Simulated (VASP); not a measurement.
Ga:

```
Ga
1.0
     1.44027   -4.03772    0.00000
     1.44027    4.03772    0.00000
     0.00000    0.00000    3.14872
Ga
2
Direct
  0.13300 0.86700 0.75000
  0.86700 0.13300 0.25000
```

Base run:

```yaml
Program: VASP 6.6.1
Functional: r2SCAN
Potentials_or_basis: VASP PAW PBE potentials, release 64 (Ga_d)
Cutoff: 520 eV
k_mesh: 10 × 10 × 8
Occupations: fermi-dirac, width 0.05 eV
Spin: no spin polarisation
```

Its results: band gap on the k mesh zero (band 13 reaches 11.19 eV, above the bottom of band 14 at 1.19 eV); pressure -0.5 GPa; largest force 0.258 eV/Å.

Question: The run is repeated on the same cell with these changes: functional from r2SCAN to PBEsol; further incar settings from ALGO = Normal; EDIFF = 1e-07; NBANDS = 20 to ALGO = Fast; EDIFF = 1e-06; NBANDS = 20. What comes out?

Answer: Band gap on the k mesh zero (band 13 reaches 10.88 eV, above the bottom of band 14 at 1.34 eV); pressure -1.0 GPa; largest force 0.219 eV/Å.

Caveats: the PAW data sets were made with another functional, which shifts forces and pressure a little.
